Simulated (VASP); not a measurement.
# CaPb2 (R-3m) in VASP: further runs, part 2 of 2

VASP 6.6.1. Earlier steps stand in the parts before.

### Step 5. Single point, PBE

This run uses another cell than the first one, of 34.99 Å³/atom.

The input, INCAR:

```
PREC     = Accurate       # precision mode
ENCUT    = 520            # plane-wave cutoff, eV
EDIFF    = 1E-6           # SCF threshold, eV
ISMEAR   = 0              # smearing method
SIGMA    = 0.1            # smearing width, eV
LREAL    = False          # projectors in reciprocal space
LASPH    = True           # aspherical terms in the spheres
NELM     = 60             # most SCF steps
ALGO     = Fast           # electronic algorithm
ISIF     = 2              # what is computed and relaxed
LWAVE    = False          # write WAVECAR
LCHARG   = True           # write CHGCAR
GGA      = PE             # functional
LELF     = True           # ELF
LVHAR    = True         
NBANDS   = 26             # bands
```

The input, KPOINTS:

```
Automatic mesh
0
Gamma
  12 12 12
```

The input, POSCAR:

```
CaPb2
1.0
    2.3688542522      1.3676586402      5.3996569297
   -2.3688542522      1.3676586402      5.3996569297
    0.0000000000     -2.7353172804      5.3996569297
Ca Pb
1 2
Direct
    0.0000000000      0.0000000000      0.0000000000
    0.7866944606      0.7866944606      0.7866944606
    0.2133055394      0.2133055394      0.2133055394
```

Potentials or basis: VASP PAW PBE potentials, release 64 (Ca_sv, Pb_d).

Command:

```bash
> cat potpaw_PBE.64/Ca_sv/POTCAR potpaw_PBE.64/Pb_d/POTCAR > POTCAR
> mpirun -np 1 vasp_std > vasp.out
```

OUTCAR:

```text
PREC = Accurate
   ENCUT = 520
   EDIFF = 1E-6
   ISMEAR = 0
   LREAL = False
   LASPH = True
   NELM = 60
   ISIF = 2
   GGA = PE

 ion  position               nearest neighbor table
   1  0.000  0.000  0.000-   2 3.36   2 3.36   3 3.36   3 3.36   2 3.36   3 3.36   3 3.46   2 3.46

   2  0.787  0.787  0.787-   3 3.12   3 3.12   3 3.12   1 3.36   1 3.36   1 3.36   1 3.46
   3  0.213  0.213  0.213-   2 3.12   2 3.12   2 3.12   1 3.36   1 3.36   1 3.36   1 3.46

  LATTYP: Found a trigonal (rhomboedric) cell.
 ALAT       =     6.0529542855
 COS(alpha) =     0.6936824432

  Lattice vectors:

 A1 = (   2.3688542522,   1.3676586402,   5.3996569297)
 A2 = (  -2.3688542522,   1.3676586402,   5.3996569297)
 A3 = (   0.0000000000,  -2.7353172804,   5.3996569297)

Analysis of symmetry for initial positions (statically):
=====================================================================
 Subroutine PRICEL returns:
 Original cell was already a primitive cell.

 Routine SETGRP: Setting up the symmetry group for a
 trigonal (rhombohedral) supercell.

 Subroutine GETGRP returns: Found 12 space group operations
 (whereof 12 operations were pure point group operations)
 out of a pool of 12 trial point group operations.

The static configuration has the point symmetry D_3d.

Analysis of symmetry for dynamics (positions and initial velocities):
=====================================================================
 Subroutine PRICEL returns:
 Original cell was already a primitive cell.

 Routine SETGRP: Setting up the symmetry group for a
 trigonal (rhombohedral) supercell.

 Subroutine GETGRP returns: Found 12 space group operations
 (whereof 12 operations were pure point group operations)
 out of a pool of 12 trial point group operations.

The dynamic configuration has the point symmetry D_3d.

 Subroutine INISYM returns: Found 12 space group operations
 (whereof 12 operations are pure point group operations),
 and found     1 'primitive' translations

----------------------------------------------------------------------------------------

                                     Primitive cell

  volume of cell :     104.9623

  direct lattice vectors                    reciprocal lattice vectors
     2.368854252  1.367658640  5.399656930     0.211072505  0.121862767  0.061732317
    -2.368854252  1.367658640  5.399656930    -0.211072505  0.121862767  0.061732317
     0.000000000 -2.735317280  5.399656930     0.000000000 -0.243725535  0.061732317

  length of vectors
     6.052954286  6.052954286  6.052954286     0.251421986  0.251421986  0.251421986

  position of ions in fractional coordinates (direct lattice)
     0.000000000  0.000000000  0.000000000
     0.786694461  0.786694461  0.786694461
     0.213305539  0.213305539  0.213305539

  ion indices of the primitive-cell ions
   primitive index   ion index
                 1           1
                 2           2
                 3           3

----------------------------------------------------------------------------------------

 KPOINTS: Automatic mesh

Automatic generation of k-mesh.
 Grid dimensions read from file:
 generate k-points for:   12   12   12

 Generating k-lattice:

  Cartesian coordinates                     Fractional coordinates (reciprocal lattice)
     0.017589375  0.010155231  0.005144360     0.083333333  0.000000000 -0.000000000
    -0.017589375  0.010155231  0.005144360     0.000000000  0.083333333 -0.000000000
     0.000000000 -0.020310461  0.005144360    -0.000000000 -0.000000000  0.083333333

  Length of vectors
     0.020951832  0.020951832  0.020951832

  Shift w.r.t. Gamma in fractional coordinates (k-lattice)
     0.000000000  0.000000000  0.000000000

 Subroutine IBZKPT returns following result:
 ===========================================

 Found    189 irreducible k-points:

 Following reciprocal coordinates:
            Coordinates               Weight
  0.000000  0.000000  0.000000      1.000000
  0.083333  0.000000  0.000000      6.000000
  0.166667  0.000000  0.000000      6.000000
  0.250000 -0.000000  0.000000      6.000000
  0.333333  0.000000  0.000000      6.000000
  0.416667  0.000000  0.000000      6.000000
[... 16 lines left out ...]
  0.500000  0.166667  0.000000     12.000000
 -0.416667  0.166667  0.000000     12.000000
 [... further k-points ...]
   k-points           NKPTS =    189   k-points in BZ     NKDIM =    189   number of bands    NBANDS=     26
   number of dos      NEDOS =    301   number of ions     NIONS =      3
   total plane-waves  NPLWV = 110592
   dimension x,y,z NGX =    48 NGY =   48 NGZ =   48
   dimension x,y,z NGXF=    96 NGYF=   96 NGZF=   96
   ions per type =               1   2
   NGX,Y,Z   is equivalent  to a cutoff of  13.18, 13.18, 13.18 a.u.
   NGXF,Y,Z  is equivalent  to a cutoff of  26.37, 26.37, 26.37 a.u.
 SYSTEM =  unknown system
   PREC   = accura    normal or accurate (medium, high low for compatibility)
   ISTART =      0    job   : 0-new  1-cont  2-samecut
   ICHARG =      2    charge: 1-file 2-atom 10-const
   ISPIN  =      1    spin polarized calculation?
   LNONCOLLINEAR =      F non collinear calculations
   LSORBIT =      F    spin-orbit coupling
   LASPH  =      T    aspherical Exc in radial PAW
   ENCUT  =  520.0 eV  38.22 Ry    6.18 a.u.  11.25 11.25 11.25*2*pi/ulx,y,z
   NELM   =     60;   NELMIN=  2; NELMDL= -5     # of ELM steps
   EDIFF  = 0.1E-05   stopping-criterion for ELM
   LREAL  =      F    real-space projection
   EDIFFG = 0.1E-04   stopping-criterion for IOM
   NSW    =      0    number of steps for IOM
   IBRION =     -1    ionic relax: 0-MD 1-quasi-New 2-CG
   NFREE  =      0    steps in history (QN), initial steepest desc. (CG)
   ISIF   =      2    stress and relaxation
   ISYM   =      2    0-nonsym 1-usesym 2-fastsym
   POTIM  = 0.5000    time-step for ionic-motion
   TEBEG  =    0.0;   TEEND  =   0.0 temperature during run
   PSTRESS=    0.0 pullay stress
   NELECT =      38.0000    total number of electrons
   NUPDOWN=      -1.0000    fix difference up-down
   EMIN   =  10.00;   EMAX   =-10.00  energy-range for DOS
   EFERMI =   0.00;   METHOD = LEGACY
   ISMEAR =     0;   SIGMA  =   0.10  broadening in eV -4-tet -1-fermi 0-gaus
   EFERMI_NEDOS =   21; number of points for ismear=-14 and -15
   IALGO  =     68    algorithm
   IMIX   =      4    mixing-type and parameters
     AMIX     =   0.40;   BMIX     =  1.00
     AMIX_MAG =   1.60;   BMIX_MAG =  1.00
  volume/ion in A,a.u.               =      34.99       236.11
  Fermi-wavevector in a.u.,A,eV,Ry     =   1.166787  2.204908 18.522858  1.361392
  Thomas-Fermi vector in A             =   2.303296
   LORBIT       =      0    0 simple, 1 ext, 2 COOP (PROOUT), +10 PAW based schemes
   GGA     = PE    functional components
   LHFCALC =     F    Hartree Fock is set to
   AEXX    =    0.0000 exact exchange contribution
   IVDW    =     0    specifies the selected vdW correction
   LEPSILON=     F    determine dielectric tensor
   LRPA    =     F    only Hartree local field effects (RPA)
 non-spin polarized calculation
 RMM-DIIS sequential band-by-band and
 Gauss-broadening in eV      SIGMA  =   0.10
  energy-cutoff  :      520.00
  volume of cell :      104.96
 maximum number of plane-waves:      2846
 NGX is ok and might be reduce to    48
   NGX = 23   NGY = 23   NGZ = 23

 number of electron      38.0000003 magnetization

 Free energy of the ion-electron system (eV)
  ---------------------------------------------------
  ext. energy  EPLUGINS =         0.00000000
  ---------------------------------------------------
  free energy    TOTEN  =        -9.92526064 eV

  energy without entropy =       -9.92230233  energy(sigma->0) =       -9.92378148

 E-fermi :   4.7702     XC(G=0):  -8.9089

 val. band max:        4.7686086427   @ k =   0.3333   0.3333   0.2500
 cond. band min:       4.8312465462   @ k =  -0.0833   0.5000   0.0833
 fundamental gap:      0.0626379035
 Fermi energy:         4.7702249545

 k-point     1 :       0.0000    0.0000    0.0000
  band No.  band energies     occupation
      1     -37.1661      2.00000
      2     -18.1919      2.00000
      3     -18.1919      2.00000
      4     -18.1564      2.00000
      5     -12.2979      2.00000
      6     -12.2979      2.00000
[... 18 lines left out ...]
     25       8.1901      0.00000
     26       8.9896      0.00000
[... 644 lines left out ...]
      4     -18.1556      2.00000
      5     -12.2822      2.00000
      6     -12.1534      2.00000
[... 18 lines left out ...]
     25       8.3598      0.00000
     26       8.8341      0.00000

 [... further k-points ...]
[... 5 lines left out ...]
  --------------------------------------------------------------------------------------
  -------------------------------------------------------------------------------------
  Total       -0.0369954     -0.0369954      0.0151897      0.0000000     -0.0000000      0.0000000
  in kB       -0.5647097     -0.5647097      0.2318606      0.0000000     -0.0000000      0.0000000
  external PRESSURE =      -0.2991863 kB  Pullay stress =       0.0000000 kB

 VOLUME and BASIS-vectors are now :
 -----------------------------------------------------------------------------
  energy-cutoff  :      520.00
  volume of cell :      104.96
      direct lattice vectors                 reciprocal lattice vectors
     2.368854252  1.367658640  5.399656930     0.211072505  0.121862767  0.061732317
    -2.368854252  1.367658640  5.399656930    -0.211072505  0.121862767  0.061732317
     0.000000000 -2.735317280  5.399656930     0.000000000 -0.243725535  0.061732317

 POSITION                                       TOTAL-FORCE (eV/Angst)
 -----------------------------------------------------------------------------------
      0.00000      0.00000      0.00000         0.000000     -0.000000      0.000000
      0.00000      0.00000     12.74364         0.000000      0.000000     -0.002832
      0.00000      0.00000      3.45533         0.000000      0.000000      0.002832
 -----------------------------------------------------------------------------------
    total drift:                               -0.000000     -0.000000      0.000000

  FREE ENERGIE OF THE ION-ELECTRON SYSTEM (eV)
  ---------------------------------------------------
  free  energy   TOTEN  =        -9.9252606397 eV

  energy  without entropy=       -9.9223023263  energy(sigma->0) =       -9.92378148
```

It took 11 min on 1 thread of Intel Xeon 6975P-C (Granite Rapids), shared host; peak memory 0.67 GiB.

Results:

- Free energy: -9.9253 eV
- Pressure: 0.0 GPa
- Band gap on the k mesh: zero (bands 19 and 20 overlap by 0.44 eV)

Forces in eV/Å, atoms in the order of the input:
```
Ca   0.000  0.000  0.000
Pb   0.000  0.000 -0.003
Pb   0.000  0.000  0.003
```

Levels at points of the mesh, in eV from the Fermi level:
```tsv
k point	band 16	band 17	band 18	band 19	band 20	band 21	band 22	band 23
(0.00, 0.00, 0.00)	-6.14	-2.02	-0.70	-0.70	0.70	2.35	2.35	2.83
(0.50, 0.00, 0.00)	-7.89	-2.02	-1.50	-1.25	-0.07	0.16	2.30	2.86
(0.50, 0.50, 0.00)	-7.78	-3.33	-1.98	-1.41	0.68	1.67	2.63	3.13
(0.50, 0.50, 0.50)	-7.09	-1.06	0.07	0.07	0.84	0.84	1.42	2.10
```

Caveat: spin-orbit coupling is left out, which moves the levels of the heavy elements.

### Step 6. Overview

```tsv
task	cell	k mesh	cutoff (eV)	gap on the mesh (eV)	pressure (GPa)	largest force (eV/Å)
single point	a = 6.698 Å, angles 36.0°, 3 atoms, atomic positions A	6 × 6 × 6	520	none	9.2	2.88
single point	a = 6.028 Å, angles 46.3°, 3 atoms, atomic positions B	6 × 6 × 6	520	none	0.2	-
relaxation of cell and atoms	relaxed from a = 6.698 Å, angles 36.0°, 3 atoms, atomic positions A	6 × 6 × 6	600	none	0.1	0.01
single point	a = 6.053 Å, angles 46.1°, 3 atoms, atomic positions C	12 × 12 × 12	520	none	0.0	-
```

Alike in all rows: level PBE; potentials or basis VASP PAW PBE potentials, release 64 (Ca_sv, Pb_d); no spin polarisation; smearing gaussian 0.1 eV.

Caveats: spin-orbit coupling is left out, which moves the levels of the heavy elements; the cell stands under pressure (at least some runs); forces of over 1 eV/Å act on the atoms, so gaps and moduli don't describe the material at rest (at least some runs).

Absolute energies hang on the potentials; compare differences alone.

The gap in the log of VASP goes by the Fermi energy; the results here count the filled bands.